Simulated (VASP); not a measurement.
# CsCl (CsCl type) (Pm-3m) in VASP: notebook

The runs below take CsCl (CsCl type) through single point, with HSE06.

All numbers are computed with VASP 6.6.1; they aren't measurements. Logs are shortened: lines on timing, memory, paths and dates and some standing lists are left out, and cuts for length are marked.

## 1. The cell of the first run

It takes space group Pm-3m (No. 221, cubic). Conventional cell: a = 4.255 Å, b = 4.255 Å, c = 4.255 Å, α = 90.00°, β = 90.00°, γ = 90.00°. Within 4.8 Å of Cs (site symmetry m-3m) lie 8 Cl at 3.69 Å and 6 Cs at 4.26 Å. Cl (site symmetry m-3m) has 8 Cs at 3.69 Å and 6 Cl at 4.26 Å within 4.8 Å.

## 2. Single point, HSE06

File POSCAR:

```
CsCl
1.0
    4.2552694960      0.0000000000      0.0000000000
    0.0000000000      4.2552694960      0.0000000000
    0.0000000000      0.0000000000      4.2552694960
Cs Cl
1 1
Direct
    0.0000000000      0.0000000000      0.0000000000
    0.5000000000      0.5000000000      0.5000000000
```

File INCAR.step1:

```
ALGO = Normal
EDIFF = 1E-5
ENCUT = 400
GGA = PE
GGA_COMPAT = F
ISIF = 2
ISMEAR = -1
LASPH = T
LCHARG = F
LREAL = F
LWAVE = T
NBANDS = 15
NELM = 120
PREC = Accurate
SIGMA = 0.05
```

File INCAR.step2:

```
ALGO = Normal
EDIFF = 1E-6
ENCUT = 400
GGA = PE
GGA_COMPAT = F
HFSCREEN = 0.2079
ISIF = 2
ISMEAR = -1
ISTART = 1
LASPH = T
LCHARG = F
LHFCALC = T
LREAL = F
LWAVE = F
NBANDS = 15
NELM = 120
PREC = Accurate
PRECFOCK = Normal
SIGMA = 0.05
```

File KPOINTS:

```
k-points
0
Gamma
  4 4 4
```

Potentials or basis: VASP PAW PBE potentials, release 64 (Cs_sv, Cl).

Started as:

```
> cat potpaw_PBE.64/Cs_sv/POTCAR potpaw_PBE.64/Cl/POTCAR > POTCAR
> cp INCAR.step1 INCAR
> mpirun -np 1 vasp_std > vasp.out
> cp INCAR.step2 INCAR
> mpirun -np 1 vasp_std > vasp.out
```

OUTCAR:

```text
EDIFF = 1E-6
   ENCUT = 400
   GGA = PE
   HFSCREEN = 0.2079
   ISIF = 2
   ISMEAR = -1
   ISTART = 1
   LASPH = T
   LHFCALC = T
   LREAL = F
   NELM = 120
   PREC = Accurate
   PRECFOCK = Normal

 ion  position               nearest neighbor table
   1  0.000  0.000  0.000-
   2  0.500  0.500  0.500-

  LATTYP: Found a simple cubic cell.
 ALAT       =     4.2552694960

  Lattice vectors:

 A1 = (   4.2552694960,   0.0000000000,   0.0000000000)
 A2 = (   0.0000000000,   4.2552694960,   0.0000000000)
 A3 = (   0.0000000000,   0.0000000000,   4.2552694960)

Analysis of symmetry for initial positions (statically):
=====================================================================
 Subroutine PRICEL returns:
 Original cell was already a primitive cell.

 Routine SETGRP: Setting up the symmetry group for a
 simple cubic supercell.

 Subroutine GETGRP returns: Found 48 space group operations
 (whereof 48 operations were pure point group operations)
 out of a pool of 48 trial point group operations.

The static configuration has the point symmetry O_h .

Analysis of symmetry for dynamics (positions and initial velocities):
=====================================================================
 Subroutine PRICEL returns:
 Original cell was already a primitive cell.

 Routine SETGRP: Setting up the symmetry group for a
 simple cubic supercell.

 Subroutine GETGRP returns: Found 48 space group operations
 (whereof 48 operations were pure point group operations)
 out of a pool of 48 trial point group operations.

The dynamic configuration has the point symmetry O_h .

 Subroutine INISYM returns: Found 48 space group operations
 (whereof 48 operations are pure point group operations),
 and found     1 'primitive' translations

----------------------------------------------------------------------------------------

                                     Primitive cell

  volume of cell :      77.0515

  direct lattice vectors                    reciprocal lattice vectors
     4.255269496  0.000000000  0.000000000     0.235002742  0.000000000  0.000000000
     0.000000000  4.255269496  0.000000000     0.000000000  0.235002742  0.000000000
     0.000000000  0.000000000  4.255269496     0.000000000  0.000000000  0.235002742

  length of vectors
     4.255269496  4.255269496  4.255269496     0.235002742  0.235002742  0.235002742

  position of ions in fractional coordinates (direct lattice)
     0.000000000  0.000000000  0.000000000
     0.500000000  0.500000000  0.500000000

  ion indices of the primitive-cell ions
   primitive index   ion index
                 1           1
                 2           2

----------------------------------------------------------------------------------------

 KPOINTS: k-points

Automatic generation of k-mesh.
 Grid dimensions read from file:
 generate k-points for:    4    4    4

 Generating k-lattice:

  Cartesian coordinates                     Fractional coordinates (reciprocal lattice)
     0.058750686  0.000000000  0.000000000     0.250000000  0.000000000  0.000000000
     0.000000000  0.058750686  0.000000000     0.000000000  0.250000000  0.000000000
     0.000000000  0.000000000  0.058750686     0.000000000  0.000000000  0.250000000

  Length of vectors
     0.058750686  0.058750686  0.058750686

  Shift w.r.t. Gamma in fractional coordinates (k-lattice)
     0.000000000  0.000000000  0.000000000

 Subroutine IBZKPT returns following result:
 ===========================================

 Found     10 irreducible k-points:

 Following reciprocal coordinates:
            Coordinates               Weight
  0.000000  0.000000  0.000000      1.000000
  0.250000  0.000000  0.000000      6.000000
  0.500000  0.000000  0.000000      3.000000
  0.250000  0.250000  0.000000     12.000000
  0.500000  0.250000  0.000000     12.000000
  0.500000  0.500000  0.000000      3.000000
  0.250000  0.250000  0.250000      8.000000
  0.500000  0.250000  0.250000     12.000000
  0.500000  0.500000  0.250000      6.000000
  0.500000  0.500000  0.500000      1.000000
   k-points           NKPTS =     10   k-points in BZ     NKDIM =     64   number of bands    NBANDS=     15
   number of dos      NEDOS =    301   number of ions     NIONS =      2
   total plane-waves  NPLWV =  21952
   dimension x,y,z NGX =    28 NGY =   28 NGZ =   28
   dimension x,y,z NGXF=    56 NGYF=   56 NGZF=   56
   ions per type =               1   1
   NGX,Y,Z   is equivalent  to a cutoff of  10.94, 10.94, 10.94 a.u.
   NGXF,Y,Z  is equivalent  to a cutoff of  21.88, 21.88, 21.88 a.u.
 SYSTEM =  unknown system
   PREC   = accura    normal or accurate (medium, high low for compatibility)
   ISTART =      1    job   : 0-new  1-cont  2-samecut
   ICHARG =      0    charge: 1-file 2-atom 10-const
   ISPIN  =      1    spin polarized calculation?
   LNONCOLLINEAR =      F non collinear calculations
   LSORBIT =      F    spin-orbit coupling
   LASPH  =      T    aspherical Exc in radial PAW
   ENCUT  =  400.0 eV  29.40 Ry    5.42 a.u.   6.94  6.94  6.94*2*pi/ulx,y,z
   NELM   =    120;   NELMIN=  2; NELMDL=  0     # of ELM steps
   EDIFF  = 0.1E-05   stopping-criterion for ELM
   LREAL  =      F    real-space projection
   EDIFFG = 0.1E-04   stopping-criterion for IOM
   NSW    =      0    number of steps for IOM
   IBRION =     -1    ionic relax: 0-MD 1-quasi-New 2-CG
   NFREE  =      0    steps in history (QN), initial steepest desc. (CG)
   ISIF   =      2    stress and relaxation
   ISYM   =      3    0-nonsym 1-usesym 2-fastsym
   POTIM  = 0.5000    time-step for ionic-motion
   TEBEG  =    0.0;   TEEND  =   0.0 temperature during run
   PSTRESS=    0.0 pullay stress
   NELECT =      16.0000    total number of electrons
   NUPDOWN=      -1.0000    fix difference up-down
   EMIN   =  10.00;   EMAX   =-10.00  energy-range for DOS
   EFERMI =   0.00;   METHOD = LEGACY
   ISMEAR =    -1;   SIGMA  =   0.05  broadening in eV -4-tet -1-fermi 0-gaus
   EFERMI_NEDOS =   21; number of points for ismear=-14 and -15
   IALGO  =     38    algorithm
   IMIX   =      1    mixing-type and parameters
     AMIX     =   0.40;   BMIX     =  1.00
     AMIX_MAG =   1.60;   BMIX_MAG =  1.00
  volume/ion in A,a.u.               =      38.53       259.98
  Fermi-wavevector in a.u.,A,eV,Ry     =   0.969440  1.831977 12.786954  0.939815
  Thomas-Fermi vector in A             =   2.099493
   LORBIT       =      0    0 simple, 1 ext, 2 COOP (PROOUT), +10 PAW based schemes
   GGA     = PE    functional components
   LHFCALC =     T    Hartree Fock is set to
   PRECFOCK=normal    Normal, Fast or Accurate (Low or Medium for compatibility)
   ENCUT4O =  -1.0   cutoff for four orbital integrals eV
   NKREDX  =     1    reduce k-point grid by
   NKREDY  =     1    reduce k-point grid by
   NKREDZ  =     1    reduce k-point grid by
   AEXX    =    0.2500 exact exchange contribution
   HFSCREEN=    0.2079 screening length (either q_TF or 0.3 A-1)
   HFSCREENC=   0.2079 screening length for correlation (either q_TF or 0.3 A-1)
   ENCUTFOCK=  -1.0 apply spherical cutoff to Coloumb kernel
   IVDW    =     0    specifies the selected vdW correction
   LEPSILON=     F    determine dielectric tensor
   LRPA    =     F    only Hartree local field effects (RPA)
 non-spin polarized calculation
  energy-cutoff  :      400.00
  volume of cell :       77.05
 maximum number of plane-waves:      1420
 NGX is ok and might be reduce to    28
  NGX = 24; NGY = 24; NGZ = 24

 number of electron      15.9999998 magnetization

 Free energy of the ion-electron system (eV)
  ---------------------------------------------------
  ext. energy  EPLUGINS =         0.00000000
  ---------------------------------------------------
  free energy    TOTEN  =        -7.61866222 eV

  energy without entropy =       -7.61866222  energy(sigma->0) =       -7.61866222

 E-fermi :  -0.5729     XC(G=0):  -6.5542

 val. band max:       -1.7282903078   @ k =   0.0000   0.0000   0.0000
 cond. band min:       4.4114767850   @ k =   0.0000   0.0000   0.0000
 fundamental gap:      6.1397670928
 Fermi energy:        -0.5729369209

 k-point     1 :       0.0000    0.0000    0.0000
  band No.  band energies     occupation
      1     -22.4691      2.00000
      2     -14.9375      2.00000
      3      -7.9970      2.00000
      4      -7.9969      2.00000
      5      -7.9969      2.00000
      6      -1.7283      2.00000
      7      -1.7283      2.00000
      8      -1.7283      2.00000
      9       4.4115      0.00000
     10       4.9993      0.00000
     11       4.9993      0.00000
     12       9.4954      0.00000
     13       9.4954      0.00000
     14       9.4954      0.00000
     15      12.6520      0.00000

 k-point     2 :       0.2500    0.0000    0.0000
  band No.  band energies     occupation
      1     -22.4386      2.00000
      2     -14.9449      2.00000
      3      -8.2367      2.00000
      4      -7.9426      2.00000
      5      -7.9426      2.00000
      6      -2.2884      2.00000
      7      -1.8107      2.00000
      8      -1.8107      2.00000
      9       5.3824      0.00000
     10       5.5560      0.00000
     11       6.2416      0.00000
     12       9.0962      0.00000
     13       9.0962      0.00000
     14       9.8055      0.00000
     15      10.3554      0.00000

 k-point     3 :       0.5000    0.0000    0.0000
  band No.  band energies     occupation
      1     -22.4076      2.00000
      2     -14.9542      2.00000
      3      -8.4525      2.00000
      4      -7.8865      2.00000
      5      -7.8865      2.00000
      6      -2.7551      2.00000
      7      -1.8968      2.00000
      8      -1.8968      2.00000
      9       5.9639      0.00000
     10       6.8022      0.00000
     11       7.9028      0.00000
     12       8.8493      0.00000
     13       8.8853      0.00000
     14       8.8853      0.00000
     15      10.2275      0.00000

 k-point     4 :       0.2500    0.2500    0.0000
  band No.  band energies     occupation
      1     -22.4100      2.00000
      2     -14.9250      2.00000
      3      -8.3242      2.00000
      4      -8.1857      2.00000
      5      -7.8984      2.00000
      6      -2.3216      2.00000
      7      -1.9757      2.00000
      8      -1.8158      2.00000
      9       5.6964      0.00000
     10       6.2102      0.00000
     11       7.0046      0.00000
     12       8.3056      0.00000
     13       8.5047      0.00000
     14       9.2988      0.00000
     15      10.8271      0.00000

 k-point     5 :       0.5000    0.2500    0.0000
  band No.  band energies     occupation
      1     -22.3811      2.00000
      2     -14.9058      2.00000
      3      -8.5368      2.00000
      4      -8.2791      2.00000
      5      -7.8533      2.00000
      6      -2.4398      2.00000
      7      -2.0420      2.00000
      8      -1.8239      2.00000
      9       5.8667      0.00000
     10       6.3502      0.00000
     11       7.8255      0.00000
     12       8.1146      0.00000
     13       8.3774      0.00000
     14       9.5869      0.00000
     15      11.1555      0.00000

 k-point     6 :       0.5000    0.5000    0.0000
  band No.  band energies     occupation
      1     -22.3542      2.00000
      2     -14.8560      2.00000
      3      -8.6257      2.00000
      4      -8.6257      2.00000
      5      -7.8196      2.00000
      6      -2.1585      2.00000
      7      -2.1585      2.00000
      8      -1.7479      2.00000
      9       5.4140      0.00000
     10       5.5139      0.00000
     11       7.5251      0.00000
     12       7.5251      0.00000
     13      10.8697      0.00000
     14      10.8697      0.00000
     15      11.5310      0.00000

 k-point     7 :       0.2500    0.2500    0.2500
  band No.  band energies     occupation
      1     -22.3828      2.00000
      2     -14.8951      2.00000
      3      -8.2499      2.00000
      4      -8.2499      2.00000
      5      -8.1980      2.00000
      6      -2.1371      2.00000
      7      -2.1336      2.00000
      8      -2.1336      2.00000
      9       6.8023      0.00000
     10       7.1474      0.00000
     11       7.1474      0.00000
     12       7.7470      0.00000
     13       7.9505      0.00000
     14       7.9505      0.00000
     15      12.7900      0.00000

 k-point     8 :       0.5000    0.2500    0.2500
  band No.  band energies     occupation
      1     -22.3553      2.00000
      2     -14.8652      2.00000
      3      -8.5330      2.00000
      4      -8.2491      2.00000
      5      -8.1720      2.00000
      6      -2.4046      2.00000
      7      -2.2963      2.00000
      8      -1.9733      2.00000
      9       6.5714      0.00000
     10       7.0786      0.00000
     11       7.2945      0.00000
     12       7.7847      0.00000
     13       8.3656      0.00000
     14       9.8245      0.00000
     15      11.9742      0.00000

 k-point     9 :       0.5000    0.5000    0.2500
  band No.  band energies     occupation
      1     -22.3292      2.00000
      2     -14.8237      2.00000
      3      -8.5334      2.00000
      4      -8.5334      2.00000
      5      -8.1401      2.00000
      6      -2.4064      2.00000
      7      -2.4064      2.00000
      8      -2.2385      2.00000
      9       6.6085      0.00000
     10       6.9591      0.00000
     11       7.5901      0.00000
     12       7.5901      0.00000
     13      10.3074      0.00000
     14      10.3074      0.00000
     15      11.6319      0.00000

 k-point    10 :       0.5000    0.5000    0.5000
  band No.  band energies     occupation
      1     -22.3038      2.00000
      2     -14.7907      2.00000
      3      -8.4354      2.00000
      4      -8.4354      2.00000
      5      -8.4354      2.00000
      6      -2.6553      2.00000
      7      -2.6553      2.00000
      8      -2.6553      2.00000
      9       7.8066      0.00000
     10       7.8066      0.00000
     11       7.8066      0.00000
     12       9.6442      0.00000
     13       9.6442      0.00000
     14       9.6442      0.00000
     15      11.7396      0.00000

------------------------ aborting loop because EDIFF is reached ----------------------------------------

  FORCE on cell =-STRESS in cart. coord.  units (eV):
  Direction    XX          YY          ZZ          XY          YZ          ZX
  --------------------------------------------------------------------------------------
  -------------------------------------------------------------------------------------
  Total       -0.3779416     -0.3779416     -0.3779416      0.0000000      0.0000000     -0.0000000
  in kB       -7.8587612     -7.8587612     -7.8587612      0.0000000      0.0000000     -0.0000000
  external PRESSURE =      -7.8587612 kB  Pullay stress =       0.0000000 kB

 VOLUME and BASIS-vectors are now :
 -----------------------------------------------------------------------------
  energy-cutoff  :      400.00
  volume of cell :       77.05
      direct lattice vectors                 reciprocal lattice vectors
     4.255269496  0.000000000  0.000000000     0.235002742  0.000000000  0.000000000
     0.000000000  4.255269496  0.000000000     0.000000000  0.235002742  0.000000000
     0.000000000  0.000000000  4.255269496     0.000000000  0.000000000  0.235002742

 POSITION                                       TOTAL-FORCE (eV/Angst)
 -----------------------------------------------------------------------------------
      0.00000      0.00000      0.00000         0.000000      0.000000      0.000000
      2.12763      2.12763      2.12763         0.000000      0.000000      0.000000
 -----------------------------------------------------------------------------------
    total drift:                                0.000052      0.000053      0.000052

  FREE ENERGIE OF THE ION-ELECTRON SYSTEM (eV)
  ---------------------------------------------------
  free  energy   TOTEN  =        -7.6186622238 eV

  energy  without entropy=       -7.6186622237  energy(sigma->0) =       -7.61866222
```

Wall time 5.5 min (1 thread of Intel Xeon Platinum 8175M at 2.50GHz (Skylake/Cascade Lake), shared host); peak memory 0.26 GiB.

What came out:

```
Free energy            : -7.6187 eV
Pressure               : -0.8 GPa
Band gap on the k mesh : 6.14 eV
```

Caveat: the PAW data sets were made with another functional, which shifts forces and pressure a little; spin-orbit coupling is left out, which moves the levels of the heavy elements.

## 3. Single point, HSE06

This run uses another cell than the first one, of 37.04 Å³/atom.

File POSCAR:

```
CsCl
1.0
    4.2000000000      0.0000000000      0.0000000000
    0.0000000000      4.2000000000      0.0000000000
    0.0000000000      0.0000000000      4.2000000000
Cs Cl
1 1
Direct
    0.0000000000      0.0000000000      0.0000000000
    0.5000000000      0.5000000000      0.5000000000
```

File INCAR.step1:

```
PREC = Accurate
ENCUT = 400
EDIFF = 1E-5
ISMEAR = -1
SIGMA = 0.02
LREAL = F
LASPH = T
NELM = 120
ALGO = Normal
ISIF = 2
LWAVE = T
LCHARG = F
GGA = PE
NBANDS = 15
GGA_COMPAT = F
```

File INCAR.step2:

```
PREC = Accurate
ENCUT = 400
EDIFF = 1E-6
ISMEAR = -1
SIGMA = 0.02
LREAL = F
LASPH = T
NELM = 120
ALGO = Normal
ISIF = 2
LWAVE = F
LCHARG = F
GGA = PE
LHFCALC = T
HFSCREEN = 0.2079
PRECFOCK = Normal
ISTART = 1
NBANDS = 15
GGA_COMPAT = F
```

File KPOINTS:

```
regular mesh
0
Gamma
  6 6 6
```

Potentials or basis: VASP PAW PBE potentials, release 64 (Cs_sv, Cl).

Started as:

```
> cat potpaw_PBE.64/Cs_sv/POTCAR potpaw_PBE.64/Cl/POTCAR > POTCAR
> cp INCAR.step1 INCAR
> mpirun -np 1 vasp_std > vasp.out
> cp INCAR.step2 INCAR
> mpirun -np 1 vasp_std > vasp.out
```

Wall time 36 min (1 thread of Intel Xeon Platinum 8175M at 2.50GHz (Skylake/Cascade Lake), shared host); peak memory 0.28 GiB.

The run converged. Its results:

```yaml
Free_energy: -7.6282 eV
Pressure: -0.3 GPa
Band_gap_on_the_k_mesh: 6.31 eV
```

Levels at points of the mesh, in eV from the valence-band top:
| k point | band 4 | band 5 | band 6 | band 7 | band 8 | band 9 | band 10 | band 11 | band 12 | band 13 |
| --- | --- | --- | --- | --- | --- | --- | --- | --- | --- | --- |
| (0.00, 0.00, 0.00) | -6.18 | -6.18 | 0.00 | 0.00 | 0.00 | 6.31 | 6.71 | 6.71 | 11.38 | 11.38 |
| (0.50, 0.00, 0.00) | -6.05 | -6.05 | -1.10 | -0.20 | -0.20 | 7.73 | 8.73 | 9.89 | 10.60 | 10.79 |
| (0.50, 0.50, 0.00) | -6.88 | -5.97 | -0.44 | -0.44 | -0.04 | 7.20 | 7.29 | 9.32 | 9.32 | 12.95 |
| (0.50, 0.50, 0.50) | -6.66 | -6.66 | -1.02 | -1.02 | -1.02 | 9.71 | 9.71 | 9.71 | 11.61 | 11.61 |

Caveat: the PAW data sets were made with another functional, which shifts forces and pressure a little; spin-orbit coupling is left out, which moves the levels of the heavy elements.
